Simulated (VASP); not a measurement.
Input of a VASP 6.6.1 run:

The input POSCAR:

```
Tl
1.0
   -1.9595672377      1.9595672377      1.9595672377
    1.9595672377     -1.9595672377      1.9595672377
    1.9595672377      1.9595672377     -1.9595672377
Tl
1
Direct
    0.0000000000      0.0000000000      0.0000000000
```

INCAR.step1

```
  PREC = Accurate
  ENCUT = 550
  ISMEAR = -1
  SIGMA = 0.1
  LREAL = False
  LASPH = True
  NELM = 120
  NBANDS = 12
  GGA = PE
  ALGO = Normal
  EDIFF = 1E-5
  LWAVE = True
  LCHARG = False
  GGA_COMPAT = False
```

The input INCAR.step2:

```
  PREC = Accurate
  ENCUT = 550
  EDIFF = 1E-6
  ISMEAR = -1
  SIGMA = 0.1
  LREAL = False
  LASPH = True
  NELM = 120
  ALGO = Normal
  ISIF = 2
  LWAVE = False
  LCHARG = False
  METAGGA = R2SCAN
  LMIXTAU = True
  NBANDS = 12
  ISTART = 1
  GGA_COMPAT = False
```

Contents of KPOINTS:

```
regular mesh
0
Gamma
  6 6 6
```

Potentials or basis: VASP PAW PBE potentials, release 64 (Tl_d).

Command:

```console
$ cat potpaw_PBE.64/Tl_d/POTCAR > POTCAR
$ cp INCAR.step1 INCAR
$ mpirun -np 1 vasp_std > vasp.out
$ cp INCAR.step2 INCAR
$ mpirun -np 1 vasp_std > vasp.out
```

Predict the pressure.

0.1 GPa.

Caveat: the k points lie up to 0.38 Å⁻¹ apart; the PAW data sets were made with another functional, which shifts forces and pressure a little.
